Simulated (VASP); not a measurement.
# Al in VASP: a series of runs

The runs below take Al through single point, with r2SCAN+D3(BJ).

All numbers are computed with VASP 6.6.1; they aren't measurements. Logs are shortened: lines on timing, memory, paths and dates and some standing lists are left out, and cuts for length are marked.

## (1) The cell of the first run

The cell holds a slab with vacuum, 27 atoms: a = 8.591 Å, b = 8.591 Å, c = 16.677 Å, α = 90.00°, β = 90.00°, γ = 60.00°.

## (2) Single point, r2SCAN+D3(BJ)

File POSCAR:

```
Al
1.0
    8.5913470000      0.0000000000      0.0000000000
    4.2956740000      7.4403250000      0.0000000000
    0.0000000000      0.0000000000     16.6765370000
Al
27
Direct
    0.1111123195      0.1111107378      0.0599644878
    0.4444477091      0.1111107378      0.0599644878
    0.7777830988      0.1111107378      0.0599644878
    0.1111138883      0.4444429511      0.0599644878
    0.4444492779      0.4444429511      0.0599644878
    0.7777730280      0.4444429511      0.0599644878
    0.1111154570      0.7777751644      0.0599644878
    0.4444508467      0.7777751644      0.0599644878
    0.7777745968      0.7777751644      0.0599644878
   -0.1038341319      0.2426103698      0.1926179278
    0.1979080727      0.2659426840      0.1973611188
    0.5727186709      0.2160255096      0.2078968793
   -0.1425441016      0.5927698051      0.1999036131
    0.2235850693      0.5635909722      0.1930256863
    0.5484911900      0.5465083851      0.2270555332
   -0.1037947698      0.8827571376      0.2057921258
    0.2163992479      0.8918830831      0.1999575811
    0.5122785697      0.8924878954      0.1788260956
    0.0371069961     -0.0275391196      0.3368265246
    0.3649515037      0.0078625598      0.3309919799
    0.7055126240      0.0060750034      0.3610341883
   -0.0069799096      0.3283458720      0.3137821719
    0.3675403885      0.3201204248      0.3491252410
    0.6633681345      0.3379153464      0.3461869811
    0.0039223083      0.6854808090      0.3489033724
    0.3423554092      0.6975636145      0.3465527645
    0.6924213582      0.6529284675      0.3351115402
```

File INCAR.step1:

```
SYSTEM = Al
  PREC = Accurate
  ENCUT = 440
  ISMEAR = -1
  SIGMA = 0.15
  LREAL = .FALSE.
  LASPH = .TRUE.
  NELM = 120
  NBANDS = 60
  GGA = PE
  ALGO = Normal
  EDIFF = 1E-5
  LWAVE = .TRUE.
  LCHARG = .FALSE.
  GGA_COMPAT = .FALSE.
  NELMDL = -8
```

File INCAR.step2:

```
SYSTEM = Al
  PREC = Accurate
  ENCUT = 440
  EDIFF = 1E-6
  ISMEAR = -1
  SIGMA = 0.15
  LREAL = .FALSE.
  LASPH = .TRUE.
  NELM = 120
  ALGO = Normal
  ISIF = 2
  LWAVE = .FALSE.
  LCHARG = .TRUE.
  METAGGA = R2SCAN
  LMIXTAU = .TRUE.
  IVDW = 12
  VDW_S6 = 1.0
  VDW_S8 = 0.78981345
  VDW_A1 = 0.49484001
  VDW_A2 = 5.73083694
  LELF = .TRUE.
  LVHAR = .TRUE.
  NBANDS = 60
  ISTART = 1
  GGA_COMPAT = .FALSE.
```

File KPOINTS:

```
regular mesh
0
G
  2 2 1
  0 0 0
```

Potentials or basis: VASP PAW PBE potentials, release 64 (Al).

Launch:

```sh
$ cat potpaw_PBE.64/Al/POTCAR > POTCAR
$ cp INCAR.step1 INCAR
$ mpirun -np 1 vasp_std > vasp.out
$ cp INCAR.step2 INCAR
$ mpirun -np 1 vasp_std > vasp.out
```

OUTCAR:

```text
SYSTEM = Al
   PREC = Accurate
   ENCUT = 440
   EDIFF = 1E-6
   ISMEAR = -1
   LREAL = .FALSE.
   LASPH = .TRUE.
   NELM = 120
   ISIF = 2
   METAGGA = R2SCAN
   IVDW = 12
   ISTART = 1
 IVDW          = 12

 ion  position               nearest neighbor table
   1  0.111  0.111  0.060-  10 2.74  17 2.85   3 2.86   4 2.86   7 2.86   2 2.86   6 2.86   8 2.86
                            11 2.93
   2  0.444  0.111  0.060-  18 2.59   9 2.86   4 2.86   5 2.86   8 2.86   1 2.86   3 2.86  11 2.95
                            12 3.02
   3  0.778  0.111  0.060-   6 2.86   1 2.86   5 2.86   7 2.86   2 2.86   9 2.86  10 2.89  12 2.90
                            16 2.97
   4  0.111  0.444  0.060-  11 2.65  14 2.81   7 2.86   2 2.86   1 2.86   5 2.86   9 2.86   6 2.86
                            13 3.01
   5  0.444  0.444  0.060-  14 2.76   6 2.86   8 2.86   2 2.86   7 2.86   3 2.86   4 2.86  12 3.00
                            15 3.18
   6  0.778  0.444  0.060-  10 2.68   5 2.86   3 2.86   8 2.86   9 2.86   1 2.86   4 2.86  13 2.90
                            15 3.27
   7  0.111  0.778  0.060-  14 2.73  17 2.85   4 2.86   5 2.86   3 2.86   1 2.86   8 2.86   9 2.86
                            16 2.91
   8  0.444  0.778  0.060-  18 2.41   9 2.86   6 2.86   5 2.86   2 2.86   7 2.86   1 2.86  17 2.89
                            15 3.28
   9  0.778  0.778  0.060-  13 2.71  18 2.80   8 2.86   2 2.86   6 2.86   4 2.86   3 2.86   7 2.86
[... 25 lines left out ...]
  22  0.993  0.328  0.314-  10 2.44  11 2.49  27 2.71  13 2.73  24 2.84  19 2.91  20 3.01  25 3.17
                            23 3.24
  23  0.368  0.320  0.349-  24 2.62  20 2.71  12 2.81  21 2.81  11 3.07  25 3.13  26 3.14  14 3.18
                            22 3.24
  24  0.663  0.338  0.346-  15 2.52  23 2.62  21 2.70  12 2.80  22 2.84  27 2.85  26 2.94  10 3.10
                            19 3.18
  25  0.004  0.685  0.349-  19 2.63  21 2.67  16 2.80  27 2.84  26 2.96  13 3.07  14 3.07  23 3.13
                            22 3.17
  26  0.342  0.698  0.347-  19 2.51  15 2.55  20 2.78  27 2.84  17 2.85  24 2.94  25 2.96  23 3.14
                            14 3.18
  27  0.692  0.653  0.335-  13 2.57  15 2.60  22 2.71  25 2.84  26 2.84  24 2.85  20 2.94  21 3.12
                            18 3.20

  LATTYP: Found a hexagonal cell.
 ALAT       =     8.5913474624
 C/A-ratio  =     1.9410851526

  Lattice vectors:

 A1 = (  -4.2956740000,  -7.4403250000,   0.0000000000)
 A2 = (   8.5913470000,   0.0000000000,   0.0000000000)
 A3 = (   0.0000000000,   0.0000000000,  16.6765370000)

Analysis of symmetry for initial positions (statically):
=====================================================================
 Subroutine PRICEL returns:
 Original cell was already a primitive cell.

 Routine SETGRP: Setting up the symmetry group for a
 hexagonal supercell.

 Subroutine GETGRP returns: Found  1 space group operations
 (whereof  1 operations were pure point group operations)
 out of a pool of 24 trial point group operations.

The static configuration has the point symmetry C_1 .

Analysis of symmetry for dynamics (positions and initial velocities):
=====================================================================
 Subroutine PRICEL returns:
 Original cell was already a primitive cell.

 Routine SETGRP: Setting up the symmetry group for a
 hexagonal supercell.

 Subroutine GETGRP returns: Found  1 space group operations
 (whereof  1 operations were pure point group operations)
 out of a pool of 24 trial point group operations.

The dynamic configuration has the point symmetry C_1 .

 Subroutine INISYM returns: Found  1 space group operations
 (whereof  1 operations are pure point group operations),
 and found     1 'primitive' translations

----------------------------------------------------------------------------------------

                                     Primitive cell

  volume of cell :    1066.0045

  direct lattice vectors                    reciprocal lattice vectors
     8.591347000  0.000000000  0.000000000     0.116396183 -0.067201373  0.000000000
     4.295674000  7.440325000  0.000000000     0.000000000  0.134402731  0.000000000
     0.000000000  0.000000000 16.676537000     0.000000000  0.000000000  0.059964488

  length of vectors
     8.591347000  8.591347462 16.676537000     0.134402738  0.134402731  0.059964488

  position of ions in fractional coordinates (direct lattice)
     0.111112320  0.111110738  0.059964488
     0.444447709  0.111110738  0.059964488
     0.777783099  0.111110738  0.059964488
     0.111113888  0.444442951  0.059964488
     0.444449278  0.444442951  0.059964488
     0.777773028  0.444442951  0.059964488
[... 19 lines left out ...]
     0.342355409  0.697563614  0.346552764
     0.692421358  0.652928467  0.335111540

  ion indices of the primitive-cell ions
   primitive index   ion index
                 1           1
                 2           2
[... 63 lines left out ...]
   NELECT =      81.0000    total number of electrons
   NUPDOWN=      -1.0000    fix difference up-down
   EMIN   =  10.00;   EMAX   =-10.00  energy-range for DOS
   EFERMI =   0.00;   METHOD = LEGACY
   ISMEAR =    -1;   SIGMA  =   0.15  broadening in eV -4-tet -1-fermi 0-gaus
   EFERMI_NEDOS =   21; number of points for ismear=-14 and -15
   IALGO  =     38    algorithm
   IMIX   =      4    mixing-type and parameters
     AMIX     =   0.40;   BMIX     =  1.00
     AMIX_MAG =   1.60;   BMIX_MAG =  1.00
  volume/ion in A,a.u.               =      39.48       266.44
  Fermi-wavevector in a.u.,A,eV,Ry     =   0.693399  1.310335  6.541719  0.480803
  Thomas-Fermi vector in A             =   1.775602
   LORBIT       =      0    0 simple, 1 ext, 2 COOP (PROOUT), +10 PAW based schemes
   METAGGA = R2SCAN    functional components
   LHFCALC =     F    Hartree Fock is set to
   AEXX    =    0.0000 exact exchange contribution
   IVDW    =    12    specifies the selected vdW correction
   LEPSILON=     F    determine dielectric tensor
   LRPA    =     F    only Hartree local field effects (RPA)
 non-spin polarized calculation
  energy-cutoff  :      440.00
  volume of cell :     1066.00
 maximum number of plane-waves:     22360
 NGX is ok and might be reduce to    60
   NGX = 29   NGY = 29   NGZ = 57

 number of electron      81.0000000 magnetization

 Free energy of the ion-electron system (eV)
  ---------------------------------------------------
  ext. energy  EPLUGINS =         0.00000000
  ---------------------------------------------------
  free energy    TOTEN  =      -172.68820830 eV

  energy without entropy =     -171.63777000  energy(sigma->0) =     -172.16298915

 E-fermi :   0.8969     XC(G=0):  -5.5312

 val. band max:        0.8801462894   @ k =   0.0000   0.0000   0.0000
 cond. band min:       0.9133289162   @ k =   0.0000   0.5000   0.0000
 fundamental gap:      0.0331826268
 Fermi energy:         0.8968992656

 k-point     1 :       0.0000    0.0000    0.0000
  band No.  band energies     occupation
      1     -10.1217      2.00000
      2      -8.3887      2.00000
      3      -7.6795      2.00000
      4      -7.4491      2.00000
      5      -7.3566      2.00000
      6      -7.2708      2.00000
[... 44 lines left out ...]
     51       2.6112      0.00002
     52       2.7039      0.00001

 k-point     2 :       0.5000   -0.0000    0.0000
  band No.  band energies     occupation
      1      -9.4974      2.00000
      2      -9.3592      2.00000
      3      -8.1058      2.00000
      4      -8.0091      2.00000
      5      -7.6038      2.00000
      6      -7.5723      2.00000
[... 44 lines left out ...]
     51       2.8585      0.00000
     52       3.0028      0.00000

 k-point     3 :       0.5000    0.5000    0.0000
  band No.  band energies     occupation
      1      -9.5646      2.00000
      2      -9.2720      2.00000
      3      -8.1365      2.00000
      4      -7.9647      2.00000
      5      -7.6747      2.00000
      6      -7.5335      2.00000
[... 44 lines left out ...]
     51       2.8242      0.00001
     52       2.9874      0.00000

 k-point     4 :       0.0000    0.5000    0.0000
  band No.  band energies     occupation
      1      -9.4936      2.00000
      2      -9.3646      2.00000
      3      -8.1032      2.00000
      4      -7.9936      2.00000
      5      -7.7107      2.00000
      6      -7.4672      2.00000
[... 44 lines left out ...]
     51       2.8541      0.00000
     52       3.0300      0.00000
 [bands above 52 left out]

------------------------ aborting loop because EDIFF is reached ----------------------------------------

 Edisp (eV)   -2.61786

 E8    (eV) :    -0.9773

  FORCE on cell =-STRESS in cart. coord.  units (eV):
  Direction    XX          YY          ZZ          XY          YZ          ZX
  --------------------------------------------------------------------------------------
  -------------------------------------------------------------------------------------
  Total     -14.12812   -15.73568     5.05568     0.76130     0.67498    -0.65908
  in kB     -21.23419   -23.65032     7.59855     1.14422     1.01448    -0.99058
  external pressure =      -12.43 kB  Pullay stress =        0.00 kB

 VOLUME and BASIS-vectors are now :
 -----------------------------------------------------------------------------
  energy-cutoff  :      440.00
  volume of cell :     1066.00
      direct lattice vectors                 reciprocal lattice vectors
     8.591347000  0.000000000  0.000000000     0.116396183 -0.067201373  0.000000000
     4.295674000  7.440325000  0.000000000     0.000000000  0.134402731  0.000000000
     0.000000000  0.000000000 16.676537000     0.000000000  0.000000000  0.059964488

 POSITION                                       TOTAL-FORCE (eV/Angst)
 -----------------------------------------------------------------------------------
      1.43190      0.82670      1.00000         0.142390     -0.005305     -0.037734
      4.29570      0.82670      1.00000         0.135956      0.437442     -0.234188
      7.15950      0.82670      1.00000        -0.018524     -0.062446      0.326375
      2.86380      3.30680      1.00000        -0.016688      0.202085     -0.217284
      5.72760      3.30680      1.00000         0.165913     -0.141424      0.291119
      8.59130      3.30680      1.00000        -0.050390      0.255406      0.036292
[... 19 lines left out ...]
      5.93780      5.19010      5.77930        -0.001649     -0.800173      0.267890
      8.75360      4.85800      5.58850        -0.075069      0.788498      0.901028
 -----------------------------------------------------------------------------------
    total drift:                               -0.002009      0.000156     -0.002019

  FREE ENERGIE OF THE ION-ELECTRON SYSTEM (eV)
  ---------------------------------------------------
  free  energy   TOTEN  =      -175.3060650562 eV

  energy  without entropy=     -174.2556267556  energy(sigma->0) =     -174.78084591
```

It took 45 min on 1 thread of Oxide Virtual Turin-like, shared host; peak memory 0.96 GiB.

Results:

```
Free energy                : -175.3061 eV
Largest force              : 2.500 eV/Å
Band gap on the k mesh     : zero (an odd number of electrons rules out a gap without spin polarisation)
Dispersion energy per atom : -0.097 eV
```

Forces in eV/Å, atoms in the order of the input:
```
Al   0.142 -0.005 -0.038
Al   0.136  0.437 -0.234
Al  -0.019 -0.062  0.326
Al  -0.017  0.202 -0.217
Al   0.166 -0.141  0.291
Al  -0.050  0.255  0.036
Al  -0.062  0.158 -0.031
Al  -0.740 -0.578 -1.031
Al   0.045  0.137 -0.055
Al  -1.176 -0.673 -0.721
Al   0.937 -0.986 -0.352
Al  -0.391 -0.110 -0.253
Al   0.181 -0.446 -0.516
Al   0.030 -0.136  0.675
Al   0.066  0.226 -2.136
Al  -0.034  0.527 -0.093
Al  -0.211  0.022 -0.162
Al   1.378  0.372  1.903
Al  -0.137  1.635  0.097
Al  -0.187 -0.101 -0.093
Al  -0.474 -0.077 -0.652
Al   0.339  0.146  2.472
Al  -0.639  0.698 -0.405
Al   0.818 -0.410  0.484
Al  -0.026 -1.076 -0.466
Al  -0.002 -0.800  0.268
Al  -0.075  0.788  0.901
```

Caveat: the k points lie up to 0.42 Å⁻¹ apart, too coarse for converged energies and pressures of a metal; the atoms stand as in a frame of molecular dynamics; there is no dipole correction, which matters where the two faces differ; the PAW data sets were made with another functional, which shifts forces and pressure a little.

## (3) Single point, r2SCAN+D3(BJ)

File POSCAR:

```
Al
1.0
    8.5913470000      0.0000000000      0.0000000000
    4.2956740000      7.4403250000      0.0000000000
    0.0000000000      0.0000000000     16.6765370000
Al
27
Direct
    0.1111123195      0.1111107378      0.0599644878
    0.4444477091      0.1111107378      0.0599644878
    0.7777830988      0.1111107378      0.0599644878
    0.1111138883      0.4444429511      0.0599644878
    0.4444492779      0.4444429511      0.0599644878
    0.7777730280      0.4444429511      0.0599644878
    0.1111154570      0.7777751644      0.0599644878
    0.4444508467      0.7777751644      0.0599644878
    0.7777745968      0.7777751644      0.0599644878
   -0.1011573602      0.2193318168      0.1873590422
    0.2240297288      0.2632143085      0.2004073148
    0.5546000552      0.1863359463      0.2226841220
   -0.1534760590      0.6136559895      0.1981886287
    0.2237111215      0.5750017640      0.2113628267
    0.5914365442      0.5208643440      0.1939131607
   -0.1264083852      0.9277282914      0.1976969199
    0.2190951771      0.8882138885      0.2056122323
    0.5238949277      0.8827571376      0.2076450285
   -0.0029663494      0.0243000138      0.3459411267
    0.3480618247     -0.0014246689      0.3479799193
    0.7139941627     -0.0201066486      0.3451855742
   -0.0220432566      0.3328886843      0.3262008174
    0.3244903283      0.3032797626      0.3645900825
    0.6935517430      0.3274588140      0.3572204469
    0.0142031504      0.6336551159      0.3479139584
    0.3494410703      0.6835319694      0.3505284101
    0.6788535966      0.6456572798      0.3353094231
```

File INCAR.step1:

```
SYSTEM = Al
PREC = Accurate
ENCUT = 440
ISMEAR = -1
SIGMA = 0.15
LREAL = .False.
LASPH = .True.
NELM = 120
NBANDS = 60
GGA = PE
ALGO = Normal
EDIFF = 1E-5
LWAVE = .True.
LCHARG = .False.
GGA_COMPAT = .False.
NELMDL = -8
```

File INCAR.step2:

```
SYSTEM = Al
PREC = Accurate
ENCUT = 440
EDIFF = 1E-6
ISMEAR = -1
SIGMA = 0.15
LREAL = .False.
LASPH = .True.
NELM = 120
ALGO = Normal
ISIF = 2
LWAVE = .False.
LCHARG = .True.
METAGGA = R2SCAN
LMIXTAU = .True.
IVDW = 12
VDW_S6 = 1.0
VDW_S8 = 0.78981345
VDW_A1 = 0.49484001
VDW_A2 = 5.73083694
LELF = .True.
LVHAR = .True.
NBANDS = 60
ISTART = 1
GGA_COMPAT = .False.
```

File KPOINTS:

```
regular mesh
0
Gamma
  2 2 1
  0 0 0
```

Potentials or basis: VASP PAW PBE potentials, release 64 (Al).

Launch:

```sh
$ cat potpaw_PBE.64/Al/POTCAR > POTCAR
$ cp INCAR.step1 INCAR
$ mpirun -np 1 vasp_std > vasp.out
$ cp INCAR.step2 INCAR
$ mpirun -np 1 vasp_std > vasp.out
```

Wall time 29 min (1 thread of Oxide Virtual Turin-like, shared host); peak memory 0.95 GiB.

The run converged. Its results:

* Free energy: -175.4920 eV
* Largest force: 1.746 eV/Å
* Band gap on the k mesh: zero (an odd number of electrons rules out a gap without spin polarisation)
* Dispersion energy per atom: -0.096 eV

Forces on the atoms (eV/Å):
```
Al   0.353 -0.067 -0.046
Al  -0.012 -0.021  0.464
Al  -0.195  0.119 -0.203
Al  -0.062  0.218  0.140
Al  -0.059 -0.020  0.361
Al   0.264  0.013 -0.463
Al   0.006 -0.014  0.223
Al  -0.081 -0.029  0.250
Al   0.029  0.269 -0.076
Al   0.446  0.095  0.815
Al  -0.931 -0.451  0.172
Al   0.226  1.377 -0.384
Al   1.355 -1.095  0.119
Al   0.072 -0.145 -0.294
Al  -1.283  0.420  0.711
Al   0.159 -1.478  0.190
Al  -0.120  0.277 -0.117
Al   0.320  0.520 -0.400
Al   0.515 -1.006 -0.374
Al  -0.467 -0.305 -0.217
Al  -0.595 -0.464  0.337
Al   1.407  0.093 -0.093
Al   0.595  0.668 -0.481
Al  -1.560  0.306 -0.535
Al   0.045  0.358 -0.244
Al  -0.552 -0.336 -0.287
Al   0.125  0.700  0.432
```

Levels at points of the mesh, in eV from the Fermi level:
| k point | band 39 | band 40 | band 41 | band 42 | band 43 | band 44 |
| --- | --- | --- | --- | --- | --- | --- |
| (0.00, 0.00, 0.00) | -0.45 | -0.28 | 0.00 | 0.10 | 0.13 | 0.24 |
| (0.50, 0.00, 0.00) | -0.19 | -0.12 | -0.04 | 0.13 | 0.94 | 1.01 |
| (0.50, 0.50, 0.00) | -0.26 | -0.13 | -0.04 | 0.11 | 0.94 | 1.00 |
| (0.00, 0.50, 0.00) | -0.25 | -0.14 | -0.04 | 0.06 | 0.89 | 0.99 |

Caveat: the k points lie up to 0.42 Å⁻¹ apart, too coarse for converged energies and pressures of a metal; the atoms stand as in a frame of molecular dynamics; there is no dipole correction, which matters where the two faces differ; the PAW data sets were made with another functional, which shifts forces and pressure a little.

The gap in the log of VASP goes by the Fermi energy; the results here count the filled bands.